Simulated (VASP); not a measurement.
# Si16N (a cell with a defect) in VASP: a series of runs, part 2 of 2

VASP 6.6.1. The steps go on from the part before.

### Step 4. Single point, PBE, collinear spin, zero start

Input file INCAR:

```
SYSTEM = Si16N
  PREC = Accurate
  ENCUT = 520
  EDIFF = 1E-6
  ISMEAR = -1
  SIGMA = 0.05
  LREAL = Auto
  LASPH = .True.
  NELM = 150
  ALGO = Normal
  ISIF = 2
  LWAVE = .False.
  LCHARG = .False.
  ISPIN = 2
  MAGMOM = 0 0 0 0 0 0 0 0 0 0 0 0 0 0 0 0 0
  LORBIT = 11
  GGA = PE
  NBANDS = 52
```

Input file KPOINTS:

```
regular mesh
0
Gamma
  2 2 2
  0 0 0
```

Input file POSCAR:

```
Si16N
1.0
    0.0000000000      5.4300000000      5.4300000000
    5.4300000000      0.0000000000      5.4300000000
    5.4300000000      5.4300000000      0.0000000000
Si N
16 1
Direct
   -0.0407182320      0.0147329650     -0.0604972376
    0.0903959484      0.1184622468      0.0771362799
    0.0332872928     -0.0490515654      0.4322007366
    0.0890423573      0.1079742173      0.5757642726
    0.0012154696      0.4972007366     -0.0564272560
    0.0889318600      0.6374585635      0.0720257827
    0.0256629834      0.4931583794      0.4423664825
    0.1686648250      0.5983333333      0.5795119705
    0.4279742173      0.0990239411     -0.0065193370
    0.5793093923      0.1846685083      0.1145027624
    0.4795764273     -0.0369981584      0.4929281768
    0.6339042357      0.1023572744      0.5748802947
    0.4515653775      0.5557826888     -0.0280294659
    0.6304880295      0.6533241252      0.0659392265
    0.5474585635      0.5218784530      0.4388213628
    0.6409484346      0.6208011050      0.6014825046
    0.5941252302      0.9385267035      0.8556353591
```

Potentials or basis: VASP PAW PBE potentials, release 64 (Si, N).

Run with:

```console
cat potpaw_PBE.64/Si/POTCAR potpaw_PBE.64/N/POTCAR > POTCAR
mpirun -np 1 vasp_std > vasp.out
```

OUTCAR:

```text
SYSTEM = Si16N
   PREC = Accurate
   ENCUT = 520
   EDIFF = 1E-6
   ISMEAR = -1
   LREAL = Auto
   LASPH = .True.
   NELM = 150
   ISIF = 2
   ISPIN = 2
   LORBIT = 11
   GGA = PE

 ion  position               nearest neighbor table
   1  0.959  0.015  0.940-   4 2.29   2 2.34   6 2.37  10 2.46
   2  0.090  0.118  0.077-   3 2.27   9 2.28   1 2.34   5 2.39
   3  0.033  0.951  0.432-   8 2.23   2 2.27   4 2.27  12 2.51
   4  0.089  0.108  0.576-   3 2.27   1 2.29   7 2.46  11 2.47
   5  0.001  0.497  0.944-   6 2.24   8 2.30  14 2.34   2 2.39
   6  0.089  0.637  0.072-   5 2.24  13 2.31   7 2.36   1 2.37
   7  0.026  0.493  0.442-   6 2.36   8 2.42  16 2.42   4 2.46
   8  0.169  0.598  0.580-   3 2.23   5 2.30  15 2.40   7 2.42
   9  0.428  0.099  0.993-  17 1.63  10 2.26   2 2.28  12 2.78  14 2.84
  10  0.579  0.185  0.115-   9 2.26  13 2.33   1 2.46  11 2.46
  11  0.480  0.963  0.493-  16 2.17  12 2.37  10 2.46   4 2.47
  12  0.634  0.102  0.575-  17 1.83  11 2.37   3 2.51  15 2.66   9 2.78
  13  0.452  0.556  0.972-   6 2.31  10 2.33  14 2.35  16 2.37
  14  0.630  0.653  0.066-  17 1.95   5 2.34  13 2.35  15 2.36   9 2.84
  15  0.547  0.522  0.439-  16 2.25  14 2.36   8 2.40  12 2.66
  16  0.641  0.621  0.601-  11 2.17  15 2.25  13 2.37   7 2.42
  17  0.594  0.939  0.856-   9 1.63  12 1.83  14 1.95

  LATTYP: Found a face centered cubic cell.
 ALAT       =    10.8600000000

  Lattice vectors:

 A1 = (   0.0000000000,   5.4300000000,   5.4300000000)
 A2 = (   5.4300000000,   0.0000000000,   5.4300000000)
 A3 = (   5.4300000000,   5.4300000000,   0.0000000000)

Analysis of symmetry for initial positions (statically):
=====================================================================
 Subroutine PRICEL returns:
 Original cell was already a primitive cell.

 Routine SETGRP: Setting up the symmetry group for a
 face centered cubic supercell.

 Subroutine GETGRP returns: Found  1 space group operations
 (whereof  1 operations were pure point group operations)
 out of a pool of 48 trial point group operations.

[... 592 lines left out ...]

 spin component 2

 k-point     1 :       0.0000    0.0000    0.0000
  band No.  band energies     occupation
      1     -10.3263      1.00000
      2      -5.7833      1.00000
      3      -3.9730      1.00000
      4      -3.9098      1.00000
      5      -3.6767      1.00000
      6      -3.0280      1.00000
[... 381 lines left out ...]
     45       9.8565      0.00000
     46      10.0514      0.00000
 [bands above 46 left out]

------------------------ aborting loop because EDIFF is reached ----------------------------------------

  FORCE on cell =-STRESS in cart. coord.  units (eV):
  Direction    XX          YY          ZZ          XY          YZ          ZX
  --------------------------------------------------------------------------------------
  -------------------------------------------------------------------------------------
  Total       13.7545940      4.6010870      3.1557199      1.7791554      1.6865224      2.5394849
  in kB       68.8222509     23.0219201     15.7899060      8.9021516      8.4386544     12.7065230
  external PRESSURE =      35.8780257 kB  Pullay stress =       0.0000000 kB

 VOLUME and BASIS-vectors are now :
 -----------------------------------------------------------------------------
  energy-cutoff  :      520.00
  volume of cell :      320.21
      direct lattice vectors                 reciprocal lattice vectors
     0.000000000  5.430000000  5.430000000    -0.092081031  0.092081031  0.092081031
     5.430000000  0.000000000  5.430000000     0.092081031 -0.092081031  0.092081031
     5.430000000  5.430000000  0.000000000     0.092081031  0.092081031 -0.092081031

 POSITION                                       TOTAL-FORCE (eV/Angst)
 -----------------------------------------------------------------------------------
      5.18150     10.31040      5.28890         0.651286      0.053659     -0.772622
      1.06210      0.90970      1.13410         0.286519     -0.581023      0.680485
      7.51050      2.52760      5.34440         1.545489     -1.554441     -0.537462
      3.71270      3.60990      1.06980         0.205684      0.532367      1.831557
      7.82340      5.13020      2.70640        -0.582765     -0.090217     -1.152887
      3.85250      0.87400      3.94430         1.156565      0.478782      0.564371
[... 9 lines left out ...]
      6.63700      6.74640      6.85130        -0.778991      1.729165     -0.115966
      9.74230      7.87220      8.32230        -2.289264      1.437713     -0.095526
 -----------------------------------------------------------------------------------
    total drift:                               -0.001386     -0.000456     -0.000391

  FREE ENERGIE OF THE ION-ELECTRON SYSTEM (eV)
  ---------------------------------------------------
  free  energy   TOTEN  =       -90.3940595601 eV

  energy  without entropy=      -90.3562244547  energy(sigma->0) =      -90.37514201

 total charge

# of ion       s       p       d       tot
------------------------------------------
    1        0.750   0.924   0.000   1.674
    2        0.754   0.963   0.000   1.717
    3        0.756   0.968   0.000   1.725
    4        0.746   0.931   0.000   1.677
    5        0.748   0.962   0.000   1.710
    6        0.744   0.970   0.000   1.714
[... 9 lines left out ...]
   16        0.750   0.989   0.000   1.739
   17        1.260   2.578   0.000   3.838
--------------------------------------------------
tot         13.350  17.435   0.000  30.785

 magnetization (x)

# of ion       s       p       d       tot
------------------------------------------
    1       -0.000  -0.000   0.000  -0.000
    2       -0.000  -0.000   0.000  -0.000
    3       -0.000  -0.000   0.000  -0.000
    4       -0.000   0.000   0.000   0.000
    5       -0.000  -0.000   0.000  -0.000
    6        0.000   0.000   0.000   0.000
[... 9 lines left out ...]
   16        0.000   0.000   0.000   0.000
   17       -0.000  -0.000   0.000  -0.000
--------------------------------------------------
tot         -0.000  -0.000   0.000  -0.000
```

Run time: 9.5 min. Hardware: 1 thread of Intel Xeon 6975P-C, shared host; peak memory 0.71 GiB.

Results:

```yaml
Free_energy: -90.3941 eV
Pressure: 3.6 GPa
Largest_force: 3.324 eV/Å
Net_moment: 0.00 μB per cell
Valence_electrons_inside_the_program's_atomic_spheres: Si 1.67, 1.72, 1.73, 1.68, 1.71, 1.64, 1.70, 1.69, 1.58, 1.62, 1.65, 1.74; N 3.84
```

Forces in eV/Å, atoms in the order of the input:
```
Si   0.651  0.054 -0.773
Si   0.287 -0.581  0.680
Si   1.545 -1.554 -0.537
Si   0.206  0.532  1.832
Si  -0.583 -0.090 -1.153
Si   1.157  0.479  0.564
Si   0.128  0.255 -0.857
Si  -1.350  0.142 -0.281
Si   1.886 -0.851 -0.284
Si  -0.285  1.064 -0.234
Si   1.628 -2.340  1.709
Si  -0.384  0.708  0.248
Si  -0.614  0.564  0.322
Si  -0.447 -1.320  1.026
Si  -0.757 -0.228 -2.051
Si  -0.779  1.729 -0.116
N   -2.289  1.438 -0.096
```

Stress tensor (GPa, compression positive):
```
6.88 0.89 1.27
0.89 2.30 0.84
1.27 0.84 1.58
```

Caveat: the k points lie up to 0.50 Å⁻¹ apart.

### Step 5. Single point, PBE, collinear spin, ferromagnetic start

Input file INCAR:

```
  ALGO = Normal
  EDIFF = 1E-6
  ENCUT = 520
  GGA = PE
  ISIF = 2
  ISMEAR = -1
  ISPIN = 2
  LASPH = T
  LCHARG = F
  LORBIT = 11
  LREAL = Auto
  LWAVE = F
  MAGMOM = 0 0 0 0 0 0 0 0 0 0 0 0 0 0 0 0 1
  NBANDS = 52
  NELM = 150
  PREC = Accurate
  SIGMA = 0.05
```

Input file KPOINTS:

```
k-points
0
Gamma
  2 2 2
```

Input file POSCAR:

```
Si16N
1.0
    0.0000000000      5.4300000000      5.4300000000
    5.4300000000      0.0000000000      5.4300000000
    5.4300000000      5.4300000000      0.0000000000
Si N
16 1
Direct
    0.0264122742     -0.0085288158     -0.0032910267
    0.0874806874      0.1530884698      0.1449309069
   -0.0022572820     -0.0140390011      0.5137758525
    0.1316395447      0.1162522074      0.6233817371
   -0.0074332920      0.5196594276     -0.0131685229
    0.1354692548      0.6173313206      0.1199071835
    0.0025111087      0.4906793966      0.4938459211
    0.1361352464      0.6120735314      0.6141670842
    0.4471396134      0.1040212318     -0.0009889766
    0.6529311148      0.1066209126      0.1308064455
    0.5045281309     -0.0283505950      0.4960422745
    0.6270310864      0.0772180736      0.6385785837
    0.5098206806      0.4741898599     -0.0142366645
    0.6280863145      0.6304289573      0.0792881002
    0.5093949117      0.4772086438      0.4733559317
    0.6283692041      0.5960535995      0.6111843149
    0.5400750014      0.8956847801      0.9109978549
```

Run with:

```console
cat potpaw_PBE.64/Si/POTCAR potpaw_PBE.64/N/POTCAR > POTCAR
mpirun -np 1 vasp_std > vasp.out
```

It took 10 min on 1 thread of Intel Xeon 6975P-C, shared host; peak memory 0.72 GiB.

The run converged. Its results:

```yaml
Free_energy: -92.3543 eV
Pressure: 3.6 GPa
Largest_force: 0.076 eV/Å
Net_moment: 0.00 μB per cell
Valence_electrons_inside_the_program's_atomic_spheres: Si 1.69, 1.72, 1.70, 1.74, 1.71, 1.63, 1.66, 1.64; N 3.84
```

Forces in eV/Å, atoms in the order of the input:
```
Si   0.003 -0.010  0.006
Si   0.001  0.007 -0.006
Si   0.018 -0.009  0.018
Si  -0.008  0.001  0.011
Si   0.007  0.001 -0.012
Si   0.011  0.006  0.013
Si  -0.017 -0.005 -0.022
Si  -0.002 -0.017 -0.006
Si   0.057  0.033  0.015
Si  -0.005  0.026 -0.002
Si   0.004 -0.012 -0.017
Si  -0.053 -0.018  0.002
Si   0.004 -0.037  0.020
Si   0.002 -0.035 -0.021
Si   0.016  0.024  0.014
Si   0.017  0.008  0.024
N   -0.054  0.037 -0.038
```

Stress tensor (GPa, compression positive):
```
 5.72 -0.53  0.04
-0.53  3.10  1.09
 0.04  1.09  2.10
```

Levels at points of the mesh, in eV from the Fermi level:
Spin up:
```tsv
k point	band 31	band 32	band 33	band 34	band 35	band 36	band 37	band 38
(0.00, 0.00, 0.00)	-1.22	-0.75	-0.42	-0.34	-0.26	0.14	0.57	0.69
(0.50, 0.00, 0.00)	-1.18	-1.03	-0.97	-0.72	-0.20	1.04	1.10	1.29
(0.00, 0.50, 0.00)	-1.36	-1.10	-0.81	-0.53	0.02	0.92	1.20	1.37
(0.00, 0.00, 0.50)	-1.43	-1.12	-1.00	-0.66	0.37	1.00	1.25	1.32
(0.50, 0.50, 0.50)	-1.23	-1.11	-1.01	-0.81	-0.02	0.94	1.25	1.33
(0.50, 0.50, 0.00)	-1.68	-1.50	-1.33	-1.06	0.21	1.13	1.46	2.09
(0.00, 0.50, 0.50)	-1.63	-1.55	-1.55	-0.36	-0.20	0.96	1.27	1.82
(0.50, 0.00, 0.50)	-1.64	-1.53	-1.49	-0.94	0.50	1.10	1.44	2.08
```
Spin down:
```
           k point  band 30  band 31  band 32  band 33  band 34  band 35  band 36  band 37  band 38  band 39
(0.00, 0.00, 0.00)    -1.30    -1.22    -0.75    -0.42    -0.34    -0.26     0.14     0.57     0.69     0.74
(0.50, 0.00, 0.00)    -1.62    -1.18    -1.03    -0.97    -0.72    -0.20     1.04     1.10     1.29     1.38
(0.00, 0.50, 0.00)    -1.59    -1.36    -1.10    -0.81    -0.53     0.02     0.92     1.20     1.37     1.43
(0.00, 0.00, 0.50)    -1.60    -1.43    -1.12    -1.00    -0.66     0.37     1.00     1.25     1.32     1.33
(0.50, 0.50, 0.50)    -1.54    -1.23    -1.11    -1.01    -0.81    -0.02     0.94     1.25     1.33     1.43
(0.50, 0.50, 0.00)    -1.78    -1.68    -1.50    -1.33    -1.06     0.21     1.13     1.46     2.09     2.18
(0.00, 0.50, 0.50)    -1.70    -1.63    -1.55    -1.55    -0.36    -0.20     0.96     1.27     1.82     2.10
(0.50, 0.00, 0.50)    -1.82    -1.64    -1.53    -1.49    -0.94     0.50     1.10     1.44     2.08     2.20
```

Caveat: the k points lie up to 0.50 Å⁻¹ apart.
